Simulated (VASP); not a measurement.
# AlP3O6 (Fm-3m) in VASP: further runs, part 2 of 2

VASP 6.6.1.

## Step 3: Single point, PBE

This run uses another cell than the first one, of 9.31 Å³/atom, 0.718 times its volume.

Input file INCAR:

```
PREC = Accurate ; ENCUT = 520
EDIFF = 1E-7 ; ISMEAR = 0
SIGMA = 0.1 ; LREAL = False
LASPH = True ; NELM = 100
ALGO = Normal ; ISIF = 2
LWAVE = False ; LCHARG = False
GGA = PE ; NBANDS = 38
```

Input file KPOINTS:

```
Automatic mesh
0
Gamma
  10 10 10
```

Input file POSCAR:

```
AlP3O6
1.0
    0.0000000000      3.5969132945      3.5969132945
    3.5969132945      0.0000000000      3.5969132945
    3.5969132945      3.5969132945      0.0000000000
Al P O
1 3 6
Direct
    0.0000000000      0.0000000000      0.0000000000
    0.2500000000      0.2500000000      0.2500000000
    0.7500000000      0.7500000000      0.7500000000
    0.5000000000      0.5000000000      0.5000000000
    0.7379917865      0.2620082135      0.2620082135
    0.2620082135      0.7379917865      0.7379917865
    0.2620082135      0.7379917865      0.2620082135
    0.7379917865      0.2620082135      0.7379917865
    0.2620082135      0.2620082135      0.7379917865
    0.7379917865      0.7379917865      0.2620082135
```

Potentials or basis: VASP PAW PBE potentials, release 64 (Al, P, O).

Run with:

```sh
cat potpaw_PBE.64/Al/POTCAR potpaw_PBE.64/P/POTCAR potpaw_PBE.64/O/POTCAR > POTCAR
mpirun -np 1 vasp_std > vasp.out
```

OUTCAR:

```text
PREC = Accurate
   ENCUT = 520
   EDIFF = 1E-7
   ISMEAR = 0
   LREAL = False
   LASPH = True
   NELM = 100
   ISIF = 2
   GGA = PE

 ion  position               nearest neighbor table
   1  0.000  0.000  0.000-   5 1.88   6 1.88   7 1.88   8 1.88   9 1.88  10 1.88   3 3.12   3 3.12
                             2 3.12   3 3.12   3 3.12   2 3.12   2 3.12   2 3.12
   2  0.250  0.250  0.250-   1 3.12   1 3.12   1 3.12   1 3.12
   3  0.750  0.750  0.750-   1 3.12   1 3.12   1 3.12   1 3.12
   4  0.500  0.500  0.500-   5 1.71   6 1.71   7 1.71   8 1.71   9 1.71  10 1.71
   5  0.738  0.262  0.262-   4 1.71   1 1.88
[... 1207 lines left out ...]
  external PRESSURE =      -4.1213308 kB  Pullay stress =       0.0000000 kB

 VOLUME and BASIS-vectors are now :
 -----------------------------------------------------------------------------
  energy-cutoff  :      520.00
  volume of cell :       93.07
      direct lattice vectors                 reciprocal lattice vectors
     0.000000000  3.596913295  3.596913295    -0.139008077  0.139008077  0.139008077
     3.596913295  0.000000000  3.596913295     0.139008077 -0.139008077  0.139008077
     3.596913295  3.596913295  0.000000000     0.139008077  0.139008077 -0.139008077

 POSITION                                       TOTAL-FORCE (eV/Angst)
 -----------------------------------------------------------------------------------
      0.00000      0.00000      0.00000         0.000000      0.000000      0.000000
      1.79846      1.79846      1.79846         0.000000      0.000000      0.000000
      5.39537      5.39537      5.39537         0.000000     -0.000000     -0.000000
      3.59691      3.59691      3.59691         0.000000      0.000000      0.000000
      1.88484      3.59691      3.59691         0.002601      0.000000      0.000000
      5.30898      3.59691      3.59691        -0.002601      0.000000      0.000000
      3.59691      1.88484      3.59691         0.000000      0.002601      0.000000
      3.59691      5.30898      3.59691         0.000000     -0.002601      0.000000
      3.59691      3.59691      1.88484         0.000000      0.000000      0.002601
      3.59691      3.59691      5.30898         0.000000      0.000000     -0.002601
 -----------------------------------------------------------------------------------
    total drift:                                0.000000      0.000000      0.000000

  FREE ENERGIE OF THE ION-ELECTRON SYSTEM (eV)
  ---------------------------------------------------
  free  energy   TOTEN  =       -59.1095491573 eV

  energy  without entropy=      -59.0894743279  energy(sigma->0) =      -59.09951174
```

stdout:

```text
POSCAR found type information on POSCAR AlP O
 POSCAR found :  3 types and      10 ions
 scaLAPACK will be used
 LDA part: xc-table for (Slater+PW92), standard interpolation
 POSCAR, INCAR and KPOINTS ok, starting setup
 FFT: planning ... GRIDC
 FFT: planning ... GRID_SOFT
 FFT: planning ... GRID
 WAVECAR not read
 entering main loop
```

It took 4.3 min on 1 thread of Intel Xeon Platinum 8375C at 2.90GHz (Ice Lake), shared host; peak memory 0.31 GiB.

Results:

| Property | Result |
| --- | --- |
| Free energy | -59.1095 eV |
| Pressure | -0.4 GPa |
| Band gap on the k mesh | zero (band 27 reaches 10.68 eV, above the bottom of band 28 at 8.12 eV) |

Forces on the atoms (eV/Å):
```
Al   0.000  0.000  0.000
P    0.000  0.000  0.000
P    0.000  0.000  0.000
P    0.000  0.000  0.000
O    0.003  0.000  0.000
O   -0.003  0.000  0.000
O    0.000  0.003  0.000
O    0.000 -0.003  0.000
O    0.000  0.000  0.003
O    0.000  0.000 -0.003
```
